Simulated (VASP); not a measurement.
Wanted: the native input for a VASP 6.6.1 run.

```
Task                   : single point
Functional             : LDA
Potentials or basis    : VASP PAW LDA potentials, release 64 (Al)
Cutoff                 : 520 eV
k mesh                 : 18 × 18 × 10
Occupations            : gaussian, width 0.15 eV
Spin                   : no spin polarisation
Dipole correction      : no
Further INCAR settings : ALGO = Fast; EDIFF = 1e-07; NBANDS = 10
```

The structure of Al lies in POSCAR:

```
Al
1.0
    2.7534000000      0.0000000000      0.0000000000
   -1.3767000000      2.3845143468      0.0000000000
    0.0000000000      0.0000000000      4.6862330202
Al
2
Direct
    0.6666666667      0.3333333333      0.7500000000
    0.3333333333      0.6666666667      0.2500000000
```

This isn't the form of Al at room conditions, which is fcc.

The input as run:

INCAR

```
PREC = Accurate
ENCUT = 520
EDIFF = 1E-7
ISMEAR = 0
SIGMA = 0.15
LREAL = False
LASPH = True
NELM = 100
ALGO = Fast
ISIF = 2
LWAVE = False
LCHARG = True
GGA = CA
LELF = True
LVHAR = True
NBANDS = 10
```

KPOINTS

```
Automatic mesh
0
Gamma
  18 18 10
```

Potentials or basis: VASP PAW LDA potentials, release 64 (Al).

Run with:

```bash
$ cat potpaw_LDA.64/Al/POTCAR > POTCAR
$ mpirun -np 1 vasp_std > vasp.out
```

Results of the run:

```json
{
 "Pressure": "3.3 GPa",
 "Band gap on the k mesh": "zero (bands 3 and 4 overlap by 7.13 eV)"
}
```

Caveat: the cell stands under pressure.

It took 64 s on 1 thread of Intel Xeon 8259CL (shared host), peak memory 0.16 GiB.
